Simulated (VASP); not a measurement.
# Ti3Al4Ni (P4/mmm) in VASP: further runs, part 2 of 2

VASP 6.6.1. The steps go on from the part before.

## (3) Single point, PBE, collinear spin, ferromagnetic start

This run uses another cell than the first one, of 14.42 Å³/atom.

Input file INCAR:

```
PREC = Accurate
ENCUT = 520
EDIFF = 1E-6
ISMEAR = 0
SIGMA = 0.1
LREAL = F
LASPH = T
NELM = 150
ALGO = Normal
ISIF = 2
LWAVE = F
LCHARG = F
ISPIN = 2
MAGMOM = 0 0 0 0 0 0 0 2
LORBIT = 11
LMAXMIX = 4
GGA = PE
NBANDS = 43
```

Input file KPOINTS:

```
Automatic mesh
0
Gamma
  4 4 4
```

Input file POSCAR:

```
Ti3Al4Ni
1.0
    5.4223672700      0.0000000000      0.0000000000
    0.0000000000      5.4223672700      0.0000000000
    0.0000000000      0.0000000000      3.9223727600
Ti Al Ni
3 4 1
Direct
    0.0000000000      0.0000000000      0.5000000000
    0.0000000000      0.5000000000      0.5000000000
    0.5000000000      0.0000000000      0.5000000000
    0.7500000000      0.7500000000      0.0000000000
    0.7500000000      0.2500000000      0.0000000000
    0.2500000000      0.7500000000      0.0000000000
    0.2500000000      0.2500000000      0.0000000000
    0.5000000000      0.5000000000      0.5000000000
```

Potentials or basis: VASP PAW PBE potentials, release 64 (Ti_sv, Al, Ni).

On the command line:

```sh
> cat potpaw_PBE.64/Ti_sv/POTCAR potpaw_PBE.64/Al/POTCAR potpaw_PBE.64/Ni/POTCAR > POTCAR
> mpirun -np 1 vasp_std > vasp.out
```

OUTCAR:

```text
PREC = Accurate
   ENCUT = 520
   EDIFF = 1E-6
   ISMEAR = 0
   LREAL = F
   LASPH = T
   NELM = 150
   ISIF = 2
   ISPIN = 2
   LORBIT = 11
   GGA = PE

 ion  position               nearest neighbor table
   1  0.000  0.000  0.500-   2 2.71   3 2.71   2 2.71   3 2.71   6 2.74   7 2.74   4 2.74   5 2.74
                             6 2.74   7 2.74   4 2.74   5 2.74
   2  0.000  0.500  0.500-   1 2.71   8 2.71   1 2.71   8 2.71   7 2.74   4 2.74   4 2.74   5 2.74
                             6 2.74   7 2.74   5 2.74   6 2.74
   3  0.500  0.000  0.500-   1 2.71   8 2.71   8 2.71   1 2.71   7 2.74   4 2.74   4 2.74   5 2.74
                             6 2.74   7 2.74   5 2.74   6 2.74
   4  0.750  0.750  0.000-   5 2.71   6 2.71   5 2.71   6 2.71   2 2.74   8 2.74   1 2.74   2 2.74
                             3 2.74   8 2.74   3 2.74   1 2.74
   5  0.750  0.250  0.000-   4 2.71   7 2.71   4 2.71   7 2.71   2 2.74   8 2.74   1 2.74   2 2.74
                             3 2.74   8 2.74   3 2.74   1 2.74
   6  0.250  0.750  0.000-   4 2.71   7 2.71   7 2.71   4 2.71   2 2.74   8 2.74   1 2.74   2 2.74
                             3 2.74   8 2.74   3 2.74   1 2.74
   7  0.250  0.250  0.000-   5 2.71   6 2.71   6 2.71   5 2.71   2 2.74   8 2.74   1 2.74   2 2.74
                             3 2.74   8 2.74   3 2.74   1 2.74
   8  0.500  0.500  0.500-   2 2.71   3 2.71   3 2.71   2 2.71   6 2.74   7 2.74   4 2.74   5 2.74
                             6 2.74   7 2.74   4 2.74   5 2.74

  LATTYP: Found a simple tetragonal cell.
 ALAT       =     5.4223672700
 C/A-ratio  =     0.7233690683

  Lattice vectors:

 A1 = (   5.4223672700,   0.0000000000,   0.0000000000)
 A2 = (   0.0000000000,   5.4223672700,   0.0000000000)
 A3 = (   0.0000000000,   0.0000000000,   3.9223727600)

Analysis of symmetry for initial positions (statically):
=====================================================================
 Subroutine PRICEL returns:
 Original cell was already a primitive cell.

 Routine SETGRP: Setting up the symmetry group for a
 simple tetragonal supercell.

 Subroutine GETGRP returns: Found 16 space group operations
 (whereof 16 operations were pure point group operations)
 out of a pool of 16 trial point group operations.

The static configuration has the point symmetry D_4h.

Analysis of symmetry for dynamics (positions and initial velocities):
=====================================================================
 Subroutine PRICEL returns:
 Original cell was already a primitive cell.

 Routine SETGRP: Setting up the symmetry group for a
 simple tetragonal supercell.

 Subroutine GETGRP returns: Found 16 space group operations
 (whereof 16 operations were pure point group operations)
 out of a pool of 16 trial point group operations.

The dynamic configuration has the point symmetry D_4h.

Analysis of structural, dynamic, and magnetic symmetry:
=====================================================================
 Subroutine PRICEL returns:
 Original cell was already a primitive cell.

 Routine SETGRP: Setting up the symmetry group for a
 simple tetragonal supercell.

 Subroutine GETGRP returns: Found 16 space group operations
 (whereof 16 operations were pure point group operations)
 out of a pool of 16 trial point group operations.

The overall configuration has the point symmetry D_4h.

 Subroutine INISYM returns: Found 16 space group operations
 (whereof 16 operations are pure point group operations),
[... 115 lines left out ...]
   EFERMI =   0.00;   METHOD = LEGACY
   ISMEAR =     0;   SIGMA  =   0.10  broadening in eV -4-tet -1-fermi 0-gaus
   EFERMI_NEDOS =   21; number of points for ismear=-14 and -15
   IALGO  =     38    algorithm
   IMIX   =      4    mixing-type and parameters
     AMIX     =   0.40;   BMIX     =  1.00
     AMIX_MAG =   1.60;   BMIX_MAG =  1.00
  volume/ion in A,a.u.               =      14.42        97.28
  Fermi-wavevector in a.u.,A,eV,Ry     =   1.301893  2.460221 23.060856  1.694925
  Thomas-Fermi vector in A             =   2.432997
   LORBIT       =     11    0 simple, 1 ext, 2 COOP (PROOUT), +10 PAW based schemes
   GGA     = PE    functional components
   LHFCALC =     F    Hartree Fock is set to
   AEXX    =    0.0000 exact exchange contribution
   IVDW    =     0    specifies the selected vdW correction
   LEPSILON=     F    determine dielectric tensor
   LRPA    =     F    only Hartree local field effects (RPA)
 spin polarized calculation
 Gauss-broadening in eV      SIGMA  =   0.10
  energy-cutoff  :      520.00
  volume of cell :      115.33
 maximum number of plane-waves:      3128
   NGX = 21   NGY = 21   NGZ = 15

 number of electron      58.0000019 magnetization       0.0028353

 Free energy of the ion-electron system (eV)
  ---------------------------------------------------
  ext. energy  EPLUGINS =         0.00000000
  ---------------------------------------------------
  free energy    TOTEN  =       -46.60837586 eV

  energy without entropy =      -46.57245376  energy(sigma->0) =      -46.59041481

 E-fermi :   9.0541     XC(G=0): -11.4649

 val. band max:        9.0506833302   @ k =   0.5000   0.5000   0.2500
 cond. band min:       9.0781385737   @ k =   0.2500   0.0000   0.2500
 fundamental gap:      0.0274552436
 Fermi energy:         9.0540730836

 spin component 1

 k-point     1 :       0.0000    0.0000    0.0000
  band No.  band energies     occupation
      1     -47.3325      1.00000
      2     -47.3070      1.00000
      3     -47.1328      1.00000
      4     -23.7908      1.00000
      5     -23.7908      1.00000
      6     -23.7145      1.00000
[... 781 lines left out ...]
     40      11.0447      0.00000
     41      13.9386      0.00000
 Fermi energy:         9.0540730836

 spin component 2

 k-point     1 :       0.0000    0.0000    0.0000
  band No.  band energies     occupation
      1     -47.3321      1.00000
      2     -47.3066      1.00000
      3     -47.1328      1.00000
      4     -23.7906      1.00000
      5     -23.7906      1.00000
      6     -23.7141      1.00000
[... 781 lines left out ...]
     40      11.0450      0.00000
     41      13.9389      0.00000
 [bands above 41 left out]

------------------------ aborting loop because EDIFF is reached ----------------------------------------

  FORCE on cell =-STRESS in cart. coord.  units (eV):
  Direction    XX          YY          ZZ          XY          YZ          ZX
  --------------------------------------------------------------------------------------
  -------------------------------------------------------------------------------------
  Total        7.1296926      7.1296926      4.7393246      0.0000000      0.0000000     -0.0000000
  in kB       99.0500420     99.0500420     65.8415909      0.0000000      0.0000000     -0.0000000
  external PRESSURE =      87.9805583 kB  Pullay stress =       0.0000000 kB

 VOLUME and BASIS-vectors are now :
 -----------------------------------------------------------------------------
  energy-cutoff  :      520.00
  volume of cell :      115.33
      direct lattice vectors                 reciprocal lattice vectors
     5.422367270  0.000000000  0.000000000     0.184421296  0.000000000  0.000000000
     0.000000000  5.422367270  0.000000000     0.000000000  0.184421296  0.000000000
     0.000000000  0.000000000  3.922372760     0.000000000  0.000000000  0.254947722

 POSITION                                       TOTAL-FORCE (eV/Angst)
 -----------------------------------------------------------------------------------
      0.00000      0.00000      1.96119         0.000000      0.000000     -0.000000
      0.00000      2.71118      1.96119         0.000000      0.000000     -0.000000
      2.71118      0.00000      1.96119         0.000000      0.000000     -0.000000
      4.06678      4.06678      0.00000        -0.514424     -0.514424      0.000000
      4.06678      1.35559      0.00000        -0.514424      0.514424      0.000000
      1.35559      4.06678      0.00000         0.514424     -0.514424     -0.000000
      1.35559      1.35559      0.00000         0.514424      0.514424     -0.000000
      2.71118      2.71118      1.96119         0.000000      0.000000     -0.000000
 -----------------------------------------------------------------------------------
    total drift:                               -0.000000      0.000000     -0.000000

  FREE ENERGIE OF THE ION-ELECTRON SYSTEM (eV)
  ---------------------------------------------------
  free  energy   TOTEN  =       -46.6083758602 eV

  energy  without entropy=      -46.5724537632  energy(sigma->0) =      -46.59041481

 total charge

# of ion       s       p       d       tot
------------------------------------------
    1        2.244   6.156   2.030  10.430
    2        2.204   6.136   2.025  10.365
    3        2.204   6.136   2.025  10.365
    4        0.422   0.434   0.000   0.856
    5        0.422   0.434   0.000   0.856
    6        0.422   0.434   0.000   0.856
    7        0.422   0.434   0.000   0.856
    8        0.466   0.425   8.353   9.244
--------------------------------------------------
tot          8.805  20.591  14.433  43.829

 magnetization (x)

# of ion       s       p       d       tot
------------------------------------------
    1       -0.000   0.000  -0.000  -0.000
    2        0.000   0.000   0.000   0.000
    3        0.000   0.000   0.000   0.000
    4        0.000   0.000   0.000   0.000
    5        0.000   0.000   0.000   0.000
    6        0.000   0.000   0.000   0.000
    7        0.000   0.000   0.000   0.000
    8       -0.000  -0.000   0.001   0.001
--------------------------------------------------
tot          0.000   0.000   0.002   0.002
```

Run time: 6.7 min. Hardware: 1 thread of Intel Xeon 8259CL, shared host; peak memory 0.33 GiB.

What came out:

```yaml
Free_energy: -46.6084 eV
Pressure: 8.8 GPa
Largest_force: 0.728 eV/Å
Band_gap_on_the_k_mesh: zero (filled and empty bands overlap)
Net_moment: 0.00 μB per cell
Valence_electrons_inside_the_program's_atomic_spheres: Ti 10.43, 10.37 (each value once); Al 0.86; Ni 9.24
```

Forces in eV/Å, atoms in the order of the input:
```
Ti   0.000  0.000  0.000
Ti   0.000  0.000  0.000
Ti   0.000  0.000  0.000
Al  -0.514 -0.514  0.000
Al  -0.514  0.514  0.000
Al   0.514 -0.514  0.000
Al   0.514  0.514  0.000
Ni   0.000  0.000  0.000
```

Stress tensor (GPa, compression positive):
```
9.91 0.00 0.00
0.00 9.91 0.00
0.00 0.00 6.58
```

Caveat: the k points lie up to 0.40 Å⁻¹ apart, too coarse for converged energies and pressures of a metal.

## (4) Relaxation of cell and atoms, PBE

This run uses another cell than the first one, of 15.29 Å³/atom.

Input file INCAR:

```
ALGO = Fast
EDIFF = 1E-6
EDIFFG = -0.01
ENCUT = 600
GGA = PE
IBRION = 2
ISIF = 3
ISMEAR = 0
LASPH = True
LCHARG = False
LREAL = False
LWAVE = False
NELM = 100
NSW = 100
PREC = Accurate
SIGMA = 0.1
```

Input file KPOINTS:

```
k-points
0
Gamma
  6 6 10
```

Input file POSCAR:

```
Ti3Al4Ni
1.0
    5.8355139428      0.0000000000      0.0000000000
    0.0000000000      5.8355139428      0.0000000000
    0.0000000000      0.0000000000      3.5919545998
Ti Al Ni
3 4 1
Direct
    0.0000000000      0.0000000000      0.5000000000
    0.0000000000      0.5000000000      0.5000000000
    0.5000000000      0.0000000000      0.5000000000
    0.7305307491      0.7305307491      0.0000000000
    0.7305307491      0.2694692509      0.0000000000
    0.2694692509      0.7305307491      0.0000000000
    0.2694692509      0.2694692509      0.0000000000
    0.5000000000      0.5000000000      0.5000000000
```

Potentials or basis: VASP PAW PBE potentials, release 64 (Ti_sv, Al, Ni).

On the command line:

```sh
> cat potpaw_PBE.64/Ti_sv/POTCAR potpaw_PBE.64/Al/POTCAR potpaw_PBE.64/Ni/POTCAR > POTCAR
> mpirun -np 1 vasp_std > vasp.out
```

OUTCAR:

```text
EDIFF = 1E-6
   EDIFFG = -0.01
   ENCUT = 600
   GGA = PE
   IBRION = 2
   ISIF = 3
   ISMEAR = 0
   LASPH = True
   LREAL = False
   NELM = 100
   NSW = 100
   PREC = Accurate

 ion  position               nearest neighbor table
   1  0.000  0.000  0.500-   4 2.86   5 2.86   6 2.86   7 2.86   4 2.86   5 2.86   6 2.86   7 2.86
                             2 2.92   3 2.92   2 2.92   3 2.92
   2  0.000  0.500  0.500-   4 2.74   5 2.74   6 2.74   7 2.74   4 2.74   5 2.74   6 2.74   7 2.74
                             1 2.92   8 2.92   1 2.92   8 2.92
   3  0.500  0.000  0.500-   4 2.74   5 2.74   6 2.74   7 2.74   4 2.74   5 2.74   6 2.74   7 2.74
                             1 2.92   8 2.92   8 2.92   1 2.92
   4  0.731  0.731  0.000-   8 2.62   8 2.62   5 2.69   6 2.69   2 2.74   2 2.74   3 2.74   3 2.74
                             1 2.86   1 2.86   6 3.14   5 3.14
   5  0.731  0.269  0.000-   8 2.62   8 2.62   4 2.69   7 2.69   2 2.74   2 2.74   3 2.74   3 2.74
                             1 2.86   1 2.86   7 3.14   4 3.14
[... 429 lines left out ...]
 cond. band min:       8.4531641532   @ k =   0.1667   0.1667   0.1000
 fundamental gap:      0.0066983469
 Fermi energy:         8.4512279819

 k-point     1 :       0.0000    0.0000    0.0000
  band No.  band energies     occupation
      1     -48.2616      2.00000
      2     -48.0870      2.00000
      3     -48.0834      2.00000
      4     -24.6607      2.00000
      5     -24.5745      2.00000
      6     -24.5745      2.00000
[... 877 lines left out ...]
     33       9.5078      0.00000
     34      10.0918      0.00000

 [... further k-points ...]

------------------------ aborting loop because EDIFF is reached ----------------------------------------

  FORCE on cell =-STRESS in cart. coord.  units (eV):
  Direction    XX          YY          ZZ          XY          YZ          ZX
  --------------------------------------------------------------------------------------
  -------------------------------------------------------------------------------------
  Total       -0.0215285     -0.0215285      0.0646677      0.0000000      0.0000000      0.0000000
  in kB       -0.2814723     -0.2814723      0.8454927      0.0000000      0.0000000      0.0000000
  external PRESSURE =       0.0941827 kB  Pullay stress =       0.0000000 kB
[... 23 lines left out ...]
  FREE ENERGIE OF THE ION-ELECTRON SYSTEM (eV)
  ---------------------------------------------------
  free  energy   TOTEN  =       -47.0636624306 eV

  energy  without entropy=      -47.0319389305  energy(sigma->0) =      -47.04780068

 reached required accuracy - stopping structural energy minimisation
```

CONTCAR:

```text
Ti3Al4Ni
   1.00000000000000
     5.8388051869483393    0.0000000000000000    0.0000000000000000
     0.0000000000000000    5.8388051869483393   -0.0000000000000000
     0.0000000000000000    0.0000000000000000    3.5945116518427334
  Ti              Al              Ni
     3     4     1
Direct
     0.0000000000000000    0.0000000000000000    0.5000000000000000
     0.0000000000000000    0.5000000000000000    0.5000000000000000
     0.5000000000000000    0.0000000000000000    0.5000000000000000
     0.7310022244840004    0.7310022244840004    0.0000000000000000
     0.7310022244840004    0.2689977755159997    0.0000000000000000
     0.2689977755159997    0.7310022244840004    0.0000000000000000
     0.2689977755159997    0.2689977755159997    0.0000000000000000
     0.5000000000000000    0.5000000000000000    0.5000000000000000

  0.00000000E+00  0.00000000E+00  0.00000000E+00
  0.00000000E+00  0.00000000E+00  0.00000000E+00
  0.00000000E+00  0.00000000E+00  0.00000000E+00
  0.00000000E+00  0.00000000E+00  0.00000000E+00
  0.00000000E+00  0.00000000E+00  0.00000000E+00
  0.00000000E+00  0.00000000E+00  0.00000000E+00
  0.00000000E+00  0.00000000E+00  0.00000000E+00
  0.00000000E+00  0.00000000E+00  0.00000000E+00
```

Run time: 20 min. Hardware: 1 thread of AMD EPYC 9R45 (Zen 5), shared host; peak memory 0.43 GiB.

What came out:

* Free energy: -47.0637 eV
* Relaxed volume: 15.32 Å³/atom
* Relaxed cell: a = 5.839 Å, b = 5.839 Å, c = 3.595 Å, α = 90.00°, β = 90.00°, γ = 90.00°
* Space group after relaxing (to 0.1 Å): P4/mmm (No. 123)
* Energy gained by relaxing: 0.1 meV/atom
* Ionic steps: 6
* Pressure after relaxing: 0.0 GPa
* Band gap on the k mesh: zero (bands 29 and 30 overlap by 0.95 eV)

Stress tensor (GPa, compression positive):
```
-0.03  0.00  0.00
 0.00 -0.03  0.00
 0.00  0.00  0.08
```

Step by step:
```csv
step,energy change (eV),largest force (eV/Å),pressure (GPa),volume (Å³)
1,0.0000,0.0386,0.28,122.32
2,-0.0003,0.0132,-0.22,122.79
3,-0.0004,0.0212,-0.05,122.63
4,-0.0004,0.0119,-0.06,122.59
5,-0.0005,0.0067,0.04,122.52
6,-0.0005,0.0008,0.01,122.54
```

Final structure:
```xyz
8
Lattice="5.8388 0.0000 0.0000 0.0000 5.8388 0.0000 0.0000 0.0000 3.5945" Properties=species:S:1:pos:R:3 pbc="T T T"
Ti    0.0000    0.0000    1.7973
Ti    0.0000    2.9194    1.7973
Ti    2.9194    0.0000    1.7973
Al    4.2682    4.2682    0.0000
Al    4.2682    1.5706    0.0000
Al    1.5706    4.2682    0.0000
Al    1.5706    1.5706    0.0000
Ni    2.9194    2.9194    1.7973
```
